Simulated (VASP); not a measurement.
# AlCu3: single point with PBEsol

The system is AlCu3.

```
CELL_PARAMETERS angstrom
3.63187 0.00000 0.00000
0.00000 3.63187 0.00000
0.00000 0.00000 3.63187
ATOMIC_POSITIONS crystal
Al 0.00000 0.00000 0.87610
Cu 0.50000 0.50000 0.00000
Cu 0.50000 0.00000 0.50000
Cu 0.00000 0.50000 0.50000
```

This cell differs from its parent crystal: atom 1 (Al) moved -0.450 Å along Cartesian [0 0 1].

```
Program                : VASP 6.6.1
Task                   : single point
Functional             : PBEsol
Potentials or basis    : VASP PAW PBE potentials, release 64 (Al, Cu)
Cutoff                 : 520 eV
k mesh                 : 14 × 14 × 14
Occupations            : gaussian, width 0.15 eV
Spin                   : no spin polarisation
Dipole correction      : no
Further INCAR settings : ALGO = Fast; EDIFF = 1e-06; NBANDS = 26
```

```json
{"Pressure": "8.3 GPa", "Largest force": "3.650 eV/Å", "Band gap on the k mesh": "zero (band 18 reaches 12.34 eV, above the bottom of band 19 at 6.77 eV)"}
```

Forces on the atoms (eV/Å):
```
Al   0.000  0.000  3.650
Cu   0.000  0.000 -0.135
Cu   0.000  0.000 -1.757
Cu   0.000  0.000 -1.757
```

Stress tensor (GPa, compression positive):
```
9.10 0.00 0.00
0.00 9.10 0.00
0.00 0.00 6.55
```

Levels at points of the mesh, in eV from the Fermi level:
```
           k point  band 14  band 15  band 16  band 17  band 18  band 19  band 20  band 21  band 22  band 23
(0.00, 0.00, 0.00)    -2.31    -2.14    -2.14    -0.28    -0.28     0.07     4.04     4.28     4.92    10.47
(0.50, 0.00, 0.00)    -3.09    -2.96    -2.56    -2.14     3.69     3.75     3.92     3.93     4.72     5.99
(0.00, 0.00, 0.50)    -3.10    -2.95    -2.76    -2.31     3.15     3.15     4.47     4.47     4.74     6.01
(0.50, 0.50, 0.00)    -3.12    -2.95    -2.78    -2.36    -1.38    -1.38     5.09     6.62     6.62     8.34
(0.00, 0.50, 0.50)    -3.05    -2.99    -2.87    -2.52    -1.27    -1.19     5.45     6.58     7.05     7.38
(0.50, 0.50, 0.50)    -2.57    -2.57    -2.40    -2.40    -2.32    -1.65     1.30     1.61     1.61     1.86
```

Wall time 5.8 min on 1 thread of Intel(R) Xeon(R) Platinum 8259CL CPU @ 2.50GHz (Skylake/Cascade Lake) (shared host), peak memory 0.38 GiB.

Caveat: the cell differs from its parent crystal (atom 1 (Al) moved -0.450 Å along Cartesian [0 0 1]); the PAW data sets were made with another functional, which shifts forces and pressure a little.
